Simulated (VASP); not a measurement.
Set up this calculation in VASP 6.6.1, as the native input.

| Quantity | Value |
| --- | --- |
| Task | electric field gradients |
| Functional | PBEsol |
| Potentials or basis | VASP PAW PBE potentials, release 64 (Yb) |
| Cutoff | 520 eV |
| k mesh | 12 × 12 × 12 |
| Occupations | fermi-dirac, width 0.05 eV |
| Spin | no spin polarisation |
| Dipole correction | no |
| Further INCAR settings | ALGO = Normal; EDIFF = 1e-08; NBANDS = 18 |

The structure of Yb lies in POSCAR:

```
Yb
1.0
   -2.1097026539      2.1097026539      2.2375423200
    2.1097026539     -2.1097026539      2.2375423200
    2.1097026539      2.1097026539     -2.2375423200
Yb
1
Direct
    0.0000000000      0.0000000000      0.0000000000
```

This cell differs from its parent crystal: z stretched by +4 % at fixed volume.

These files were run (other wordings do the same):

INCAR

```
  PREC = Accurate
  ENCUT = 520
  EDIFF = 1E-8
  ISMEAR = -1
  SIGMA = 0.05
  LREAL = F
  LASPH = T
  NELM = 100
  ALGO = Normal
  ISIF = 2
  LWAVE = F
  LCHARG = F
  GGA = PS
  LEFG = T
  NBANDS = 18
```

KPOINTS

```
regular mesh
0
Gamma
  12 12 12
```

Potentials or basis: VASP PAW PBE potentials, release 64 (Yb).

Launch:

```console
$ cat potpaw_PBE.64/Yb/POTCAR > POTCAR
$ mpirun -np 1 vasp_std > vasp.out
```

Results of the run:

```
Pressure                                : -3.5 GPa
Band gap on the k mesh                  : zero (bands 12 and 13 overlap by 0.53 eV)
Largest electric field gradient by atom : Yb +3.5 V/Å²
```

Caveat: the cell stands under tension; without QUAD_EFG the Cq values of the log hold for a quadrupole moment of 1 mb, not for the nuclei; the PAW data sets were made with another functional, which shifts forces and pressure a little; spin-orbit coupling is left out, which moves the levels of the heavy elements.

Run time: 7.8 min on 1 thread of Oxide Virtual Turin-like Processor, with other jobs on the host, peak memory 0.23 GiB.
